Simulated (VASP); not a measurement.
Input of a VASP 6.6.1 run:

File POSCAR:

```
Ni3Ge
1.0
    3.5303340000      0.0000000000      0.0000000000
    0.0000000000      3.5303340000      0.0000000000
    0.0000000000      0.0000000000      3.5303340000
Ni Ge
3 1
Direct
    0.5000000000      0.0000000000      0.5000000000
    0.0000000000      0.5000000000      0.5000000000
    0.5000000000      0.5000000000      0.0000000000
    0.0000000000      0.0000000000      0.0000000000
```

Contents of INCAR.step1:

```
PREC     = Accurate       # precision mode
ENCUT    = 520            # plane-wave cutoff, eV
ISMEAR   = -1             # smearing method
SIGMA    = 0.2            # smearing width, eV
LREAL    = False          # projectors in reciprocal space
LASPH    = True           # aspherical terms in the spheres
NELM     = 150            # most SCF steps
ISPIN    = 2              # spin polarisation
MAGMOM   = 1.3 1.3 1.3 0.28 # initial moments
NUPDOWN  = 4.0            # fixed moment
LMAXMIX  = 4              # l up to which the mixer works
NBANDS   = 34             # bands
GGA      = PE             # functional
ALGO     = Normal         # electronic algorithm
EDIFF    = 1E-4           # SCF threshold, eV
LWAVE    = True           # write WAVECAR
LCHARG   = False          # write CHGCAR
```

INCAR.step2

```
PREC     = Accurate       # precision mode
ENCUT    = 520            # plane-wave cutoff, eV
EDIFF    = 1E-7           # SCF threshold, eV
ISMEAR   = -1             # smearing method
SIGMA    = 0.2            # smearing width, eV
LREAL    = False          # projectors in reciprocal space
LASPH    = True           # aspherical terms in the spheres
NELM     = 150            # most SCF steps
ALGO     = Normal         # electronic algorithm
ISIF     = 2              # what is computed and relaxed
LWAVE    = False          # write WAVECAR
LCHARG   = False          # write CHGCAR
ISPIN    = 2              # spin polarisation
MAGMOM   = 1.3 1.3 1.3 0.28 # initial moments
LORBIT   = 11             # projections on sites
NUPDOWN  = 4.0            # fixed moment
LMAXMIX  = 4              # l up to which the mixer works
METAGGA  = R2SCAN         # meta-GGA
LMIXTAU  = True         
IVDW     = 13             # dispersion correction
VDW_S6   = 1.0          
VDW_S8   = 0.6018749    
VDW_A1   = 0.51559235   
VDW_A2   = 5.77342911   
NBANDS   = 34             # bands
ISTART   = 1
```

Contents of KPOINTS:

```
Automatic mesh
0
Gamma
  7 7 7
  0.5 0.5 0.5
```

Potentials or basis: VASP PAW PBE potentials, release 64 (Ni, Ge_d).

Run with:

```console
$ cat potpaw_PBE.64/Ni/POTCAR potpaw_PBE.64/Ge_d/POTCAR > POTCAR
$ cp INCAR.step1 INCAR
$ mpirun -np 1 vasp_std > vasp.out
$ cp INCAR.step2 INCAR
$ mpirun -np 1 vasp_std > vasp.out
```

(1) Predict the dispersion energy per atom.

(2) Predict the pressure.

## Answers

(1) -0.168 eV.

(2) 15.4 GPa.

Caveat: the PAW data sets were made with another functional, which shifts forces and pressure a little; the total moment is fixed, so each spin has its own Fermi level.
